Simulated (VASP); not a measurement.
Wanted: the native input for a VASP 6.6.1 run.

* Task: single point
* Functional: PBEsol
* Potentials or basis: VASP PAW PBE potentials, release 64 (K_sv, Ag, O)
* Cutoff: 520 eV
* k mesh: 4 × 4 × 2
* Occupations: gaussian, width 0.1 eV
* Spin: collinear spin
* Starting moments: [0.0, 0.0, 1.0, 1.0, 0.0, 0.0, 0.0, 0.0, 0.0] μB
* Dipole correction: no
* Further INCAR settings: ALGO = Normal; EDIFF = 1e-07; NBANDS = 49

The structure of K2Ag2O5 lies in POSCAR:

```
K2Ag2O5
1.0
    3.9416853372      0.0000000000      0.0000000000
    0.0000000000      3.9416853372      0.0000000000
    0.0000000000      0.0000000000      9.3856047219
K Ag O
2 2 5
Direct
    0.0000000000      0.0000000000      0.0000000000
    0.0000000000      0.0000000000      0.5000000000
    0.5000000000      0.5000000000      0.7253866603
    0.5000000000      0.5000000000      0.2746133397
    0.0000000000      0.5000000000      0.7424774472
    0.0000000000      0.5000000000      0.2575225528
    0.5000000000      0.5000000000      0.5000000000
    0.5000000000      0.0000000000      0.7424774472
    0.5000000000      0.0000000000      0.2575225528
```

This cell differs from its parent crystal: Rh replaced by Ag, lengths x 1.004, strained.

One way to write it, as run:

INCAR

```
SYSTEM = K2Ag2O5
PREC = Accurate ; ENCUT = 520
EDIFF = 1E-7 ; ISMEAR = 0
SIGMA = 0.1 ; LREAL = .False.
LASPH = .True. ; NELM = 150
ALGO = Normal ; ISIF = 2
LWAVE = .False. ; LCHARG = .False.
ISPIN = 2 ; MAGMOM = 0 0 1 1 0 0 0 0 0
LORBIT = 11 ; LMAXMIX = 4
GGA = PS ; NBANDS = 49
```

KPOINTS

```
regular mesh
0
Gamma
  4 4 2
  0 0 0
```

Potentials or basis: VASP PAW PBE potentials, release 64 (K_sv, Ag, O).

Run with:

```console
$ cat potpaw_PBE.64/K_sv/POTCAR potpaw_PBE.64/Ag/POTCAR potpaw_PBE.64/O/POTCAR > POTCAR
$ mpirun -np 1 vasp_std > vasp.out
```

Results of the run:

* Pressure: -0.2 GPa
* Largest force: 1.314 eV/Å
* Net moment: 0.91 μB per cell
* Site moments: K -0.00; Ag +0.05; O +0.22, -0.19 (each value once) μB
* Valence electrons inside the program's atomic spheres: K 7.54, 7.57; Ag 9.90; O 4.87, 4.82 (each value once)

Caveat: the k points lie up to 0.40 Å⁻¹ apart; the cell differs from its parent crystal (Rh replaced by Ag, lengths x 1.004, strained); the PAW data sets were made with another functional, which shifts forces and pressure a little.

Wall time 4 min on 1 thread of Intel(R) Xeon(R) Platinum 8488C (Sapphire Rapids) (shared host), peak memory 0.36 GiB.
